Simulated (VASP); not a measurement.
# W in VASP: settings compared

The runs below take W through single point, with PBEsol, PBEsol+U.

All numbers are computed with VASP 6.6.1; they aren't measurements. Logs are shortened: lines on timing, memory, paths and dates and some standing lists are left out, and cuts for length are marked.

## Step 1: The cell of the first run

The structure is tetragonal, space group I4/mmm (No. 139). The conventional cell has a = 3.249 Å, b = 3.249 Å, c = 3.085 Å, α = 90.00°, β = 90.00°, γ = 90.00°. W (site symmetry 4/mmm) has 14 W at 2.77 to 3.25 Å within 3.6 Å.

## Step 2: Single point, PBEsol (biaxial strain in the a-b plane: +3.0 %, then relaxed in part)

INCAR reads:

```
PREC = Accurate
ENCUT = 520
EDIFF = 1E-6
ISMEAR = 0
SIGMA = 0.1
LREAL = F
LASPH = T
NELM = 60
ALGO = Fast
ISIF = 2
LWAVE = F
LCHARG = T
GGA = PS
LELF = T
LVHAR = T
NBANDS = 21
```

KPOINTS reads:

```
Automatic mesh
0
Gamma
  16 16 16
```

POSCAR reads:

```
W
1.0
    3.2489578145      0.0000000000      0.0000000000
    0.0000000000      3.2489578145      0.0000000000
    0.0000000000      0.0000000000      3.0852508691
W
2
Direct
    0.0000000000      0.0000000000      0.0000000000
    0.5000000000      0.5000000000      0.5000000000
```

Potentials or basis: VASP PAW PBE potentials, release 64 (W_sv).

On the command line:

```
$ cat potpaw_PBE.64/W_sv/POTCAR > POTCAR
$ mpirun -np 1 vasp_std > vasp.out
```

OUTCAR:

```text
PREC = Accurate
   ENCUT = 520
   EDIFF = 1E-6
   ISMEAR = 0
   LREAL = F
   LASPH = T
   NELM = 60
   ISIF = 2
   GGA = PS

 ion  position               nearest neighbor table
   1  0.000  0.000  0.000-   2 2.77   2 2.77   2 2.77   2 2.77   2 2.77   2 2.77   2 2.77   2 2.77

   2  0.500  0.500  0.500-   1 2.77   1 2.77   1 2.77   1 2.77   1 2.77   1 2.77   1 2.77   1 2.77

  LATTYP: Found a simple tetragonal cell.
 ALAT       =     3.2489578145
 C/A-ratio  =     0.9496124743

  Lattice vectors:

 A1 = (   3.2489578145,   0.0000000000,   0.0000000000)
 A2 = (   0.0000000000,   3.2489578145,   0.0000000000)
 A3 = (   0.0000000000,   0.0000000000,   3.0852508691)

Analysis of symmetry for initial positions (statically):
=====================================================================
 Subroutine PRICEL returns following result:

  LATTYP: Found a body centered tetragonal cell.
 ALAT       =     3.2489578145
 C/A-ratio  =     0.9496124743

  Lattice vectors:

 A1 = (  -1.6244789073,  -1.6244789073,  -1.5426254346)
 A2 = (   1.6244789073,   1.6244789073,  -1.5426254346)
 A3 = (   1.6244789073,  -1.6244789073,   1.5426254346)

   2 primitive cells build up your supercell.

 Routine SETGRP: Setting up the symmetry group for a
 simple tetragonal supercell.

 Subroutine GETGRP returns: Found 16 space group operations
 (whereof 16 operations were pure point group operations)
 out of a pool of 16 trial point group operations.

The static configuration has the point symmetry D_4h.

Analysis of symmetry for dynamics (positions and initial velocities):
=====================================================================
 Subroutine PRICEL returns following result:

  LATTYP: Found a body centered tetragonal cell.
 ALAT       =     3.2489578145
 C/A-ratio  =     0.9496124743

  Lattice vectors:

 A1 = (  -1.6244789073,  -1.6244789073,  -1.5426254346)
 A2 = (   1.6244789073,   1.6244789073,  -1.5426254346)
 A3 = (   1.6244789073,  -1.6244789073,   1.5426254346)

   2 primitive cells build up your supercell.

 Routine SETGRP: Setting up the symmetry group for a
 simple tetragonal supercell.

 Subroutine GETGRP returns: Found 16 space group operations
 (whereof 16 operations were pure point group operations)
 out of a pool of 16 trial point group operations.

The dynamic configuration has the point symmetry D_4h.

 Subroutine INISYM returns: Found 16 space group operations
 (whereof 16 operations are pure point group operations),
 and found     2 'primitive' translations

----------------------------------------------------------------------------------------

                                     Primitive cell

  volume of cell :      16.2835

  direct lattice vectors                    reciprocal lattice vectors
    -1.624478907 -1.624478907 -1.542625435     0.000000000 -0.307791008 -0.324122751
     1.624478907  1.624478907 -1.542625435     0.307791008  0.000000000 -0.324122751
     1.624478907 -1.624478907  1.542625435     0.307791008 -0.307791008  0.000000000

  length of vectors
     2.767229060  2.767229060  2.767229060     0.446979711  0.446979711  0.435282218

  position of ions in fractional coordinates (direct lattice)
     0.000000000  0.000000000  0.000000000

  ion indices of the primitive-cell ions
   primitive index   ion index
                 1           1

----------------------------------------------------------------------------------------

 KPOINTS: Automatic mesh

Automatic generation of k-mesh.
 Grid dimensions read from file:
 generate k-points for:   16   16   16

 Generating k-lattice:

  Cartesian coordinates                     Fractional coordinates (reciprocal lattice)
     0.019236938  0.000000000  0.000000000     0.062500000  0.000000000  0.000000000
     0.000000000  0.019236938  0.000000000     0.000000000  0.062500000  0.000000000
     0.000000000  0.000000000  0.020257672     0.000000000  0.000000000  0.062500000

  Length of vectors
     0.019236938  0.019236938  0.020257672

  Shift w.r.t. Gamma in fractional coordinates (k-lattice)
     0.000000000  0.000000000  0.000000000

 Subroutine IBZKPT returns following result:
 ===========================================

 Found    405 irreducible k-points:

 Following reciprocal coordinates:
            Coordinates               Weight
  0.000000  0.000000  0.000000      1.000000
  0.062500  0.000000  0.000000      4.000000
  0.125000  0.000000  0.000000      4.000000
  0.187500  0.000000  0.000000      4.000000
  0.250000  0.000000  0.000000      4.000000
  0.312500  0.000000  0.000000      4.000000
[... 16 lines left out ...]
  0.437500  0.125000  0.000000      8.000000
  0.500000  0.125000  0.000000      4.000000
 [... further k-points ...]
   k-points           NKPTS =    405   k-points in BZ     NKDIM =    405   number of bands    NBANDS=     21
   number of dos      NEDOS =    301   number of ions     NIONS =      2
   total plane-waves  NPLWV =  13824
   dimension x,y,z NGX =    24 NGY =   24 NGZ =   24
   dimension x,y,z NGXF=    48 NGYF=   48 NGZF=   48
   ions per type =               2
   NGX,Y,Z   is equivalent  to a cutoff of  12.28, 12.28, 12.93 a.u.
   NGXF,Y,Z  is equivalent  to a cutoff of  24.56, 24.56, 25.86 a.u.
 SYSTEM =  unknown system
   PREC   = accura    normal or accurate (medium, high low for compatibility)
   ISTART =      0    job   : 0-new  1-cont  2-samecut
   ICHARG =      2    charge: 1-file 2-atom 10-const
   ISPIN  =      1    spin polarized calculation?
   LNONCOLLINEAR =      F non collinear calculations
   LSORBIT =      F    spin-orbit coupling
   LASPH  =      T    aspherical Exc in radial PAW
   ENCUT  =  520.0 eV  38.22 Ry    6.18 a.u.   6.04  6.04  5.74*2*pi/ulx,y,z
   NELM   =     60;   NELMIN=  2; NELMDL= -5     # of ELM steps
   EDIFF  = 0.1E-05   stopping-criterion for ELM
   LREAL  =      F    real-space projection
   EDIFFG = 0.1E-04   stopping-criterion for IOM
   NSW    =      0    number of steps for IOM
   IBRION =     -1    ionic relax: 0-MD 1-quasi-New 2-CG
   NFREE  =      0    steps in history (QN), initial steepest desc. (CG)
   ISIF   =      2    stress and relaxation
   ISYM   =      2    0-nonsym 1-usesym 2-fastsym
   POTIM  = 0.5000    time-step for ionic-motion
   TEBEG  =    0.0;   TEEND  =   0.0 temperature during run
   PSTRESS=    0.0 pullay stress
   NELECT =      28.0000    total number of electrons
   NUPDOWN=      -1.0000    fix difference up-down
   EMIN   =  10.00;   EMAX   =-10.00  energy-range for DOS
   EFERMI =   0.00;   METHOD = LEGACY
   ISMEAR =     0;   SIGMA  =   0.10  broadening in eV -4-tet -1-fermi 0-gaus
   EFERMI_NEDOS =   21; number of points for ismear=-14 and -15
   IALGO  =     68    algorithm
   IMIX   =      4    mixing-type and parameters
     AMIX     =   0.40;   BMIX     =  1.00
     AMIX_MAG =   1.60;   BMIX_MAG =  1.00
  volume/ion in A,a.u.               =      16.28       109.89
  Fermi-wavevector in a.u.,A,eV,Ry     =   1.556687  2.941712 32.970650  2.423274
  Thomas-Fermi vector in A             =   2.660447
   LORBIT       =      0    0 simple, 1 ext, 2 COOP (PROOUT), +10 PAW based schemes
   GGA     = PS    functional components
   LHFCALC =     F    Hartree Fock is set to
   AEXX    =    0.0000 exact exchange contribution
   IVDW    =     0    specifies the selected vdW correction
   LEPSILON=     F    determine dielectric tensor
   LRPA    =     F    only Hartree local field effects (RPA)
 non-spin polarized calculation
 RMM-DIIS sequential band-by-band and
 Gauss-broadening in eV      SIGMA  =   0.10
  energy-cutoff  :      520.00
  volume of cell :       32.57
 maximum number of plane-waves:       900
   NGX = 13   NGY = 13   NGZ = 11

 number of electron      28.0000003 magnetization

 Free energy of the ion-electron system (eV)
  ---------------------------------------------------
  ext. energy  EPLUGINS =         0.00000000
  ---------------------------------------------------
  free energy    TOTEN  =       -27.51734527 eV

  energy without entropy =      -27.51220665  energy(sigma->0) =      -27.51477596

 E-fermi :  10.8833     XC(G=0): -13.6087

 val. band max:       10.8830151537   @ k =   0.2500   0.0625   0.0000
 cond. band min:      10.8866115378   @ k =   0.3125   0.0000   0.1250
 fundamental gap:      0.0035963842
 Fermi energy:        10.8832724445

 k-point     1 :       0.0000    0.0000    0.0000
  band No.  band energies     occupation
      1     -63.2901      2.00000
      2     -63.0828      2.00000
      3     -27.7629      2.00000
      4     -27.7629      2.00000
      5     -27.6160      2.00000
      6     -26.8960      2.00000
[... 13 lines left out ...]
     20      18.4684      0.00000
     21      18.4684      0.00000

 k-point     2 :       0.0625    0.0000    0.0000
  band No.  band energies     occupation
      1     -63.2879      2.00000
      2     -63.0846      2.00000
      3     -27.7614      2.00000
      4     -27.7545      2.00000
      5     -27.6086      2.00000
      6     -26.9119      2.00000
[... 13 lines left out ...]
     20      18.1513      0.00000
     21      19.0753      0.00000

 k-point     3 :       0.1250    0.0000    0.0000
  band No.  band energies     occupation
      1     -63.2814      2.00000
      2     -63.0899      2.00000
      3     -27.7563      2.00000
      4     -27.7296      2.00000
      5     -27.5868      2.00000
      6     -26.9580      2.00000
[... 13 lines left out ...]
     20      17.3588      0.00000
     21      20.2961      0.00000
[... 457 lines left out ...]
 k-point    23 :       0.4375    0.1250    0.0000
  band No.  band energies     occupation
      1     -63.1990      2.00000
      2     -63.1615      2.00000
      3     -27.7431      2.00000
      4     -27.5930      2.00000
      5     -27.3015      2.00000
      6     -27.2649      2.00000
[... 13 lines left out ...]
     20      14.1819      0.00000
     21      24.4307      0.00000

 k-point    24 :       0.5000    0.1250    0.0000
  band No.  band energies     occupation
      1     -63.1801      2.00000
      2     -63.1801      2.00000
      3     -27.6766      2.00000
      4     -27.6766      2.00000
      5     -27.2335      2.00000
      6     -27.2335      2.00000
[... 13 lines left out ...]
     20      13.9589      0.00000
     21      24.4583      0.00000

 [... further k-points ...]
[... 5 lines left out ...]
  --------------------------------------------------------------------------------------
  -------------------------------------------------------------------------------------
  Total       -3.1691649     -3.1691649      0.0994033      0.0000000      0.0000000     -0.0000000
  in kB     -155.9110140   -155.9110140      4.8902690      0.0000000      0.0000000     -0.0000000
  external PRESSURE =    -102.3105863 kB  Pullay stress =       0.0000000 kB

 VOLUME and BASIS-vectors are now :
 -----------------------------------------------------------------------------
  energy-cutoff  :      520.00
  volume of cell :       32.57
      direct lattice vectors                 reciprocal lattice vectors
     3.248957815  0.000000000  0.000000000     0.307791008  0.000000000  0.000000000
     0.000000000  3.248957815  0.000000000     0.000000000  0.307791008  0.000000000
     0.000000000  0.000000000  3.085250869     0.000000000  0.000000000  0.324122751

 POSITION                                       TOTAL-FORCE (eV/Angst)
 -----------------------------------------------------------------------------------
      0.00000      0.00000      0.00000         0.000000      0.000000     -0.000000
      1.62448      1.62448      1.54263        -0.000000     -0.000000      0.000000
 -----------------------------------------------------------------------------------
    total drift:                                0.000000      0.000000     -0.000000

  FREE ENERGIE OF THE ION-ELECTRON SYSTEM (eV)
  ---------------------------------------------------
  free  energy   TOTEN  =       -27.5173452682 eV

  energy  without entropy=      -27.5122066514  energy(sigma->0) =      -27.51477596
```

It took 57 s on 1 thread of Intel Xeon 6975P-C (Granite Rapids), shared host; peak memory 0.31 GiB.

What came out:

```yaml
Free_energy: -27.5173 eV
Pressure: -10.2 GPa
Band_gap_on_the_k_mesh: zero (band 14 reaches 11.64 eV, above the bottom of band 15 at 10.10 eV)
```

Caveat: the cell differs from its parent crystal (biaxial strain in the a-b plane: +3.0 %, then relaxed in part); the PAW data sets were made with another functional, which shifts forces and pressure a little; spin-orbit coupling is left out, which moves the levels of the heavy elements.

## Step 3: Single point, PBEsol (biaxial strain in the a-b plane: +3.0 %)

INCAR reads:

```
PREC = Accurate
ENCUT = 520
EDIFF = 1E-7
ISMEAR = 0
SIGMA = 0.1
LREAL = F
LASPH = T
NELM = 100
ALGO = Fast
ISIF = 2
LWAVE = F
LCHARG = F
GGA = PS
NBANDS = 21
```

KPOINTS reads:

```
regular mesh
0
Gamma
  16 16 16
```

POSCAR: that of step 2 with these lines changed.

```diff
@@ -4,3 +4,3 @@
     0.0000000000      3.2489578145      0.0000000000
-    0.0000000000      0.0000000000      3.0852508691
+    0.0000000000      0.0000000000      3.0975500717
 W
```

Potentials or basis: VASP PAW PBE potentials, release 64 (W_sv).

On the command line:

```
$ cat potpaw_PBE.64/W_sv/POTCAR > POTCAR
$ mpirun -np 1 vasp_std > vasp.out
```

Run time: 61 s. Hardware: 1 thread of Intel Xeon 6975P-C (Granite Rapids), shared host; peak memory 0.31 GiB.

The run converged. Its results:

* Free energy: -27.5170 eV
* Pressure: -11.4 GPa
* Band gap on the k mesh: zero (band 14 reaches 11.56 eV, above the bottom of band 15 at 10.07 eV)

Stress tensor (GPa, compression positive):
```
-16.25   0.00   0.00
  0.00 -16.25   0.00
  0.00   0.00  -1.61
```

Levels at points of the mesh, in eV from the Fermi level:
```csv
k point,band 11,band 12,band 13,band 14,band 15,band 16,band 17,band 18
"(0.00, 0.00, 0.00)",-5.54,-1.57,-0.94,-0.94,1.72,2.56,4.90,4.90
"(0.50, 0.00, 0.00)",-2.75,-2.75,-0.62,-0.62,-0.14,-0.14,1.45,1.45
"(0.50, 0.50, 0.00)",-2.98,-2.98,0.36,0.36,1.50,1.50,2.72,2.72
"(0.00, 0.00, 0.50)",-2.55,-2.55,-0.76,-0.76,-0.76,-0.76,1.13,1.13
"(0.50, 0.00, 0.50)",-3.62,-3.62,0.73,0.73,2.14,2.14,3.33,3.33
"(0.50, 0.50, 0.50)",-2.98,-2.98,-2.69,-2.69,2.93,2.93,3.28,3.28
```

Caveat: the cell differs from its parent crystal (biaxial strain in the a-b plane: +3.0 %); the PAW data sets were made with another functional, which shifts forces and pressure a little; spin-orbit coupling is left out, which moves the levels of the heavy elements.

(Continued in part 2 of 2.)
